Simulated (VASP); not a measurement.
A run of VASP 6.6.1:

File INCAR:

```
PREC = Accurate ; ENCUT = 520
EDIFF = 1E-8 ; ISMEAR = -1
SIGMA = 0.05 ; LREAL = False
LASPH = True ; NELM = 80
ALGO = Normal ; ISIF = 2
LWAVE = False ; LCHARG = False
GGA = PS ; LEFG = True
NBANDS = 30
```

The input KPOINTS:

```
regular mesh
0
Gamma
  10 10 10
```

The input POSCAR:

```
InPt3
1.0
    3.9880000000     -0.0398800000     -0.0398800000
   -0.0398800000      3.9880000000     -0.0398800000
   -0.0398800000     -0.0398800000      3.9880000000
In Pt
1 3
Direct
    0.0000000000      0.0000000000      0.0000000000
    0.5000000000      0.5000000000      0.0000000000
    0.0000000000      0.5000000000      0.5000000000
    0.5000000000      0.0000000000      0.5000000000
```

Potentials or basis: VASP PAW PBE potentials, release 64 (In_d, Pt).

Launch:

```bash
$ cat potpaw_PBE.64/In_d/POTCAR potpaw_PBE.64/Pt/POTCAR > POTCAR
$ mpirun -np 1 vasp_std > vasp.out
```

Hardware: 1 thread of Intel(R) Xeon(R) 6975P-C (Granite Rapids), with other jobs on the host.

Q: Estimate the wall time of this run.

A: Wall time 79 s on 1 thread of Intel(R) Xeon(R) 6975P-C (Granite Rapids), with other jobs on the host, peak memory 0.31 GiB. Counts: scf iterations 15, k points 116.
